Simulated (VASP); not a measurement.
# Ta (Immm) in VASP: single point with PBE

Aim: the single point of Ta with PBE.

All numbers are computed with VASP 6.6.1; they aren't measurements. Logs are shortened: lines on timing, memory, paths and dates and some standing lists are left out, and cuts for length are marked.

### 1 The cell of the first run

Symmetry: Immm, No. 71, orthorhombic system. Conventional cell: a = 3.319 Å, b = 3.593 Å, c = 3.817 Å, α = 90.00°, β = 90.00°, γ = 90.00°. Ta (site symmetry mmm) has 14 Ta at 3.10 to 3.82 Å within 4.1 Å.

### 2 Single point, PBE (normal strain along x +0.0825, normal strain along z +0.1500)

Input file INCAR:

```
SYSTEM = Ta
PREC = Accurate
ENCUT = 520
EDIFF = 1E-6
ISMEAR = 0
SIGMA = 0.15
LREAL = .FALSE.
LASPH = .TRUE.
NELM = 100
ALGO = Fast
ISIF = 2
LWAVE = .FALSE.
LCHARG = .FALSE.
GGA = PE
NBANDS = 12
```

Input file KPOINTS:

```
regular mesh
0
G
  18 18 18
  0 0 0
```

Input file POSCAR:

```
Ta
1.0
   -1.7963909633      1.6594835689      1.9084061042
    1.7963909633     -1.6594835689      1.9084061042
    1.7963909633      1.6594835689     -1.9084061042
Ta
1
Direct
    0.0000000000      0.0000000000      0.0000000000
```

Potentials or basis: VASP PAW PBE potentials, release 64 (Ta_pv).

Started as:

```
cat potpaw_PBE.64/Ta_pv/POTCAR > POTCAR
mpirun -np 1 vasp_std > vasp.out
```

OUTCAR:

```text
SYSTEM = Ta
   PREC = Accurate
   ENCUT = 520
   EDIFF = 1E-6
   ISMEAR = 0
   LREAL = .FALSE.
   LASPH = .TRUE.
   NELM = 100
   ISIF = 2
   GGA = PE

 ion  position               nearest neighbor table
   1  0.000  0.000  0.000-

  LATTYP: Found a body centered orthorhombic cell.
 ALAT       =     3.3189671378
 B/A-ratio  =     1.0825000000
 C/A-ratio  =     1.1500000000

  Lattice vectors:

 A1 = (   1.7963909633,  -1.6594835689,  -1.9084061042)
 A2 = (  -1.7963909633,   1.6594835689,  -1.9084061042)
 A3 = (   1.7963909633,   1.6594835689,   1.9084061042)

Analysis of symmetry for initial positions (statically):
=====================================================================
 Subroutine PRICEL returns:
 Original cell was already a primitive cell.

 Routine SETGRP: Setting up the symmetry group for a
 body centered orthorhombic supercell.

 Subroutine GETGRP returns: Found  8 space group operations
 (whereof  8 operations were pure point group operations)
 out of a pool of  8 trial point group operations.

The static configuration has the point symmetry D_2h.

Analysis of symmetry for dynamics (positions and initial velocities):
=====================================================================
 Subroutine PRICEL returns:
 Original cell was already a primitive cell.

 Routine SETGRP: Setting up the symmetry group for a
 body centered orthorhombic supercell.

 Subroutine GETGRP returns: Found  8 space group operations
 (whereof  8 operations were pure point group operations)
 out of a pool of  8 trial point group operations.

The dynamic configuration has the point symmetry D_2h.

 Subroutine INISYM returns: Found  8 space group operations
 (whereof  8 operations are pure point group operations),
 and found     1 'primitive' translations

----------------------------------------------------------------------------------------

                                     Primitive cell

  volume of cell :      22.7565

  direct lattice vectors                    reciprocal lattice vectors
    -1.796390963  1.659483569  1.908406104     0.000000000  0.301298554  0.261998743
     1.796390963 -1.659483569  1.908406104     0.278335847  0.000000000  0.261998743
     1.796390963  1.659483569 -1.908406104     0.278335847  0.301298554  0.000000000

  length of vectors
     3.102083182  3.102083182  3.102083182     0.399279551  0.382248852  0.410184912

  position of ions in fractional coordinates (direct lattice)
     0.000000000  0.000000000  0.000000000

  ion indices of the primitive-cell ions
   primitive index   ion index
                 1           1

----------------------------------------------------------------------------------------

 KPOINTS: regular mesh

Automatic generation of k-mesh.
 Grid dimensions read from file:
 generate k-points for:   18   18   18

 Generating k-lattice:

  Cartesian coordinates                     Fractional coordinates (reciprocal lattice)
     0.000000000  0.016738809  0.014555486     0.055555556  0.000000000 -0.000000000
     0.015463103  0.000000000  0.014555486    -0.000000000  0.055555556  0.000000000
     0.015463103  0.016738809  0.000000000    -0.000000000  0.000000000  0.055555556

  Length of vectors
     0.022182197  0.021236047  0.022788051

  Shift w.r.t. Gamma in fractional coordinates (k-lattice)
     0.000000000  0.000000000  0.000000000

 Subroutine IBZKPT returns following result:
 ===========================================

 Found    865 irreducible k-points:

 Following reciprocal coordinates:
            Coordinates               Weight
  0.000000  0.000000  0.000000      1.000000
  0.055556 -0.000000  0.000000      4.000000
  0.111111 -0.000000  0.000000      4.000000
  0.166667  0.000000 -0.000000      4.000000
  0.222222 -0.000000  0.000000      4.000000
  0.277778 -0.000000  0.000000      4.000000
[... 16 lines left out ...]
 -0.333333  0.055556  0.000000      8.000000
 -0.277778  0.055556 -0.000000      8.000000
 [... further k-points ...]
   k-points           NKPTS =    865   k-points in BZ     NKDIM =    865   number of bands    NBANDS=     12
   number of dos      NEDOS =    301   number of ions     NIONS =      1
   total plane-waves  NPLWV =  13824
   dimension x,y,z NGX =    24 NGY =   24 NGZ =   24
   dimension x,y,z NGXF=    48 NGYF=   48 NGZF=   48
   ions per type =               1
   NGX,Y,Z   is equivalent  to a cutoff of  12.86, 12.86, 12.86 a.u.
   NGXF,Y,Z  is equivalent  to a cutoff of  25.72, 25.72, 25.72 a.u.
 SYSTEM =  Ta
   PREC   = accura    normal or accurate (medium, high low for compatibility)
   ISTART =      0    job   : 0-new  1-cont  2-samecut
   ICHARG =      2    charge: 1-file 2-atom 10-const
   ISPIN  =      1    spin polarized calculation?
   LNONCOLLINEAR =      F non collinear calculations
   LSORBIT =      F    spin-orbit coupling
   LASPH  =      T    aspherical Exc in radial PAW
   ENCUT  =  520.0 eV  38.22 Ry    6.18 a.u.   5.77  5.77  5.77*2*pi/ulx,y,z
   NELM   =    100;   NELMIN=  2; NELMDL= -5     # of ELM steps
   EDIFF  = 0.1E-05   stopping-criterion for ELM
   LREAL  =      F    real-space projection
   EDIFFG = 0.1E-04   stopping-criterion for IOM
   NSW    =      0    number of steps for IOM
   IBRION =     -1    ionic relax: 0-MD 1-quasi-New 2-CG
   NFREE  =      0    steps in history (QN), initial steepest desc. (CG)
   ISIF   =      2    stress and relaxation
   ISYM   =      2    0-nonsym 1-usesym 2-fastsym
   POTIM  = 0.5000    time-step for ionic-motion
   TEBEG  =    0.0;   TEEND  =   0.0 temperature during run
   PSTRESS=    0.0 pullay stress
   NELECT =      11.0000    total number of electrons
   NUPDOWN=      -1.0000    fix difference up-down
   EMIN   =  10.00;   EMAX   =-10.00  energy-range for DOS
   EFERMI =   0.00;   METHOD = LEGACY
   ISMEAR =     0;   SIGMA  =   0.15  broadening in eV -4-tet -1-fermi 0-gaus
   EFERMI_NEDOS =   21; number of points for ismear=-14 and -15
   IALGO  =     68    algorithm
   IMIX   =      4    mixing-type and parameters
     AMIX     =   0.40;   BMIX     =  1.00
     AMIX_MAG =   1.60;   BMIX_MAG =  1.00
  volume/ion in A,a.u.               =      22.76       153.57
  Fermi-wavevector in a.u.,A,eV,Ry     =   1.284806  2.427931 22.459494  1.650726
  Thomas-Fermi vector in A             =   2.416978
   LORBIT       =      0    0 simple, 1 ext, 2 COOP (PROOUT), +10 PAW based schemes
   GGA     = PE    functional components
   LHFCALC =     F    Hartree Fock is set to
   AEXX    =    0.0000 exact exchange contribution
   IVDW    =     0    specifies the selected vdW correction
   LEPSILON=     F    determine dielectric tensor
   LRPA    =     F    only Hartree local field effects (RPA)
 non-spin polarized calculation
 RMM-DIIS sequential band-by-band and
 Gauss-broadening in eV      SIGMA  =   0.15
  energy-cutoff  :      520.00
  volume of cell :       22.76
 maximum number of plane-waves:       630
   NGX = 11   NGY = 11   NGZ = 11

 number of electron      11.0000000 magnetization

 Free energy of the ion-electron system (eV)
  ---------------------------------------------------
  ext. energy  EPLUGINS =         0.00000000
  ---------------------------------------------------
  free energy    TOTEN  =       -11.33237018 eV

  energy without entropy =      -11.31241154  energy(sigma->0) =      -11.32239086

 E-fermi :   3.8178     XC(G=0): -11.4676

 val. band max:        3.8174817101   @ k =   0.1111   0.4444   0.0000
 cond. band min:       3.8188898506   @ k =  -0.4444   0.4444   0.2222
 fundamental gap:      0.0014081406
 Fermi energy:         3.8177560592

 k-point     1 :       0.0000    0.0000    0.0000
  band No.  band energies     occupation
      1     -30.2300      2.00000
      2     -30.2271      2.00000
      3     -30.2151      2.00000
      4      -3.2337      2.00000
      5       3.8009      1.12615
      6       4.6440      0.00000
      7       5.1237      0.00000
      8       6.0340      0.00000
      9       7.5286      0.00000
     10      16.7878      0.00000
     11      17.5691      0.00000
     12      19.0016      0.00000

 k-point     2 :       0.0556   -0.0000    0.0000
  band No.  band energies     occupation
      1     -30.2414      2.00000
      2     -30.2322      2.00000
      3     -30.2213      2.00000
      4      -3.1262      2.00000
      5       3.8334      0.88265
      6       4.6128      0.00000
      7       5.1165      0.00000
      8       6.0322      0.00000
      9       7.4499      0.00000
     10      16.9906      0.00000
     11      17.7633      0.00000
     12      19.0262      0.00000

 k-point     3 :       0.1111   -0.0000    0.0000
  band No.  band energies     occupation
      1     -30.2872      2.00000
      2     -30.2471      2.00000
      3     -30.2258      2.00000
      4      -2.8111      2.00000
      5       3.8731      0.60211
      6       4.4908      0.00000
      7       5.1665      0.00000
      8       6.0640      0.00000
      9       7.2643      0.00000
     10      17.4852      0.00000
     11      18.3256      0.00000
     12      18.9465      0.00000
[... 286 lines left out ...]
 k-point    23 :      -0.3333    0.0556    0.0000
  band No.  band energies     occupation
      1     -30.5916      2.00000
      2     -30.3405      2.00000
      3     -30.2508      2.00000
      4      -0.5389      2.00000
      5       3.1900      2.00000
      6       3.6066      1.95347
      7       6.3724      0.00000
      8       7.0738      0.00000
      9       7.5294      0.00000
     10      15.3865      0.00000
     11      16.8032      0.00000
     12      17.6310      0.00000

 k-point    24 :      -0.2778    0.0556   -0.0000
  band No.  band energies     occupation
      1     -30.5049      2.00000
      2     -30.3105      2.00000
      3     -30.2468      2.00000
      4      -1.2117      2.00000
      5       3.4298      1.99975
      6       3.7570      1.43340
      7       6.2899      0.00000
      8       6.4146      0.00000
      9       7.1663      0.00000
     10      16.6200      0.00000
     11      17.6208      0.00000
     12      18.1044      0.00000

 [... further k-points ...]

------------------------ aborting loop because EDIFF is reached ----------------------------------------

  FORCE on cell =-STRESS in cart. coord.  units (eV):
  Direction    XX          YY          ZZ          XY          YZ          ZX
  --------------------------------------------------------------------------------------
  -------------------------------------------------------------------------------------
  Total       -3.7495683     -3.6738141     -4.1833657      0.0000000      0.0000000      0.0000000
  in kB     -263.9898615   -258.6563561   -294.5315369      0.0000000      0.0000000      0.0000000
  external PRESSURE =    -272.3925848 kB  Pullay stress =       0.0000000 kB

 VOLUME and BASIS-vectors are now :
 -----------------------------------------------------------------------------
  energy-cutoff  :      520.00
  volume of cell :       22.76
      direct lattice vectors                 reciprocal lattice vectors
    -1.796390963  1.659483569  1.908406104     0.000000000  0.301298554  0.261998743
     1.796390963 -1.659483569  1.908406104     0.278335847  0.000000000  0.261998743
     1.796390963  1.659483569 -1.908406104     0.278335847  0.301298554  0.000000000

 POSITION                                       TOTAL-FORCE (eV/Angst)
 -----------------------------------------------------------------------------------
      0.00000      0.00000      0.00000         0.000000     -0.000000      0.000000
 -----------------------------------------------------------------------------------
    total drift:                                0.000000      0.000000     -0.000000

  FREE ENERGIE OF THE ION-ELECTRON SYSTEM (eV)
  ---------------------------------------------------
  free  energy   TOTEN  =       -11.3323701761 eV

  energy  without entropy=      -11.3124115382  energy(sigma->0) =      -11.32239086
```

Run time: 61 s. Hardware: 1 thread of Intel Xeon 6975P-C (Granite Rapids), shared host; peak memory 0.33 GiB.

What came out:

```yaml
Free_energy: -11.3324 eV
Pressure: -27.2 GPa
Band_gap_on_the_k_mesh: zero (an odd number of electrons rules out a gap without spin polarisation)
```

Caveat: the cell differs from its parent crystal (normal strain along x +0.0825, normal strain along z +0.1500); the cell stands under tension; spin-orbit coupling is left out, which moves the levels of the heavy elements.
